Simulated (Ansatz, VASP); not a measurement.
Two plane-wave programs on Al6H

Contents of INCAR:

```
SYSTEM = Al6H
  PREC = Accurate
  ENCUT = 520
  EDIFF = 1E-6
  ISMEAR = 0
  SIGMA = 0.1
  LREAL = .FALSE.
  LASPH = .TRUE.
  NELM = 100
  ALGO = Normal
  ISIF = 2
  LWAVE = .FALSE.
  LCHARG = .FALSE.
  LDIPOL = .TRUE.
  IDIPOL = 3
  DIPOL = 0.5 0.5 0.306
  GGA = PE
  NBANDS = 32
```

The input KPOINTS:

```
Automatic mesh
0
G
  6 6 1
  0 0 0
```

POSCAR

```
Al6H
1.0
    5.7143028096      0.0000000000      0.0000000000
   -2.8571514048      4.9487313980      0.0000000000
    0.0000000000      0.0000000000     22.6016424636
Al H
12 2
Direct
    0.3333333333      0.1666666667      0.1769782885
    0.3333333333      0.6666666667      0.1769782885
    0.8333333333      0.1666666667      0.1769782885
    0.8333333333      0.6666666667      0.1769782885
    0.1666666667      0.3333333333      0.2787817904
    0.1666666667      0.8333333333      0.2787817904
    0.6666666667      0.3333333333      0.2787817904
    0.6666666667      0.8333333333      0.2787817904
    0.0000000000      0.0000000000      0.3805759903
    0.0000000000      0.5000000000      0.3805759903
    0.5000000000      0.0000000000      0.3805759903
    0.5000000000      0.5000000000      0.3805759903
    0.2171633017      0.4343266034      0.4712773632
    0.2828366983      0.5656733966      0.4712773632
```

Input for Ansatz:

```yaml
crystal:
  lattice:
    - [5.7143028096, 0.0, 0.0]
    - [-2.8571514048, 4.948731398, 0.0]
    - [0.0, 0.0, 22.6016424636]
  atoms:
    - { symbol: Al, position: [0.3333333333, 0.1666666667, 0.1769782885] }
    - { symbol: Al, position: [0.3333333333, 0.6666666667, 0.1769782885] }
    - { symbol: Al, position: [0.8333333333, 0.1666666667, 0.1769782885] }
    - { symbol: Al, position: [0.8333333333, 0.6666666667, 0.1769782885] }
    - { symbol: Al, position: [0.1666666667, 0.3333333333, 0.2787817904] }
    - { symbol: Al, position: [0.1666666667, 0.8333333333, 0.2787817904] }
    - { symbol: Al, position: [0.6666666667, 0.3333333333, 0.2787817904] }
    - { symbol: Al, position: [0.6666666667, 0.8333333333, 0.2787817904] }
    - { symbol: Al, position: [0.0, 0.0, 0.3805759903] }
    - { symbol: Al, position: [0.0, 0.5, 0.3805759903] }
    - { symbol: Al, position: [0.5, 0.0, 0.3805759903] }
    - { symbol: Al, position: [0.5, 0.5, 0.3805759903] }
    - { symbol: H, position: [0.2171633017, 0.4343266034, 0.4712773632] }
    - { symbol: H, position: [0.2828366983, 0.5656733966, 0.4712773632] }
basis:
  ecutwfc: 420
kpoints:
  mp_grid: { grid: [6, 6, 1] }
hamiltonian:
  xc: pbe
scf:
  occupations: { method: gaussian, width: 0.1 }
output:
  forces: true
  eigenvalues: true
efield:
  axis: 3
  dipole_correction: true
  ramp_width: 0.04
```

Alike in both runs: task single point; functional PBE; k mesh 6 × 6 × 1; occupations gaussian, width 0.1 eV; no spin polarisation.

|  | VASP | Ansatz |
| --- | --- | --- |
| version | VASP 6.6.1 | Ansatz 0.2.0 |
| potentials or method | VASP PAW PBE potentials, release 64 (Al, H), cutoff 520 eV | scalar-relativistic, plane waves, PAW |
| valence electrons in the cell | 38 | 38 |

|  | VASP | Ansatz | Ansatz less VASP |
| --- | --- | --- | --- |
| gap on the k mesh at the Fermi level (eV) | none | none | - |
| rms of the force components (eV/Å) | 1.139 | 1.131 | -0.0078 |

Atom by atom the forces differ by 0.008 eV/Å (rms over components). A gap of «none» marks a metal or a gap that the smearing closes. The functional is the same, so the differences come from potentials, cutoffs and numerics.
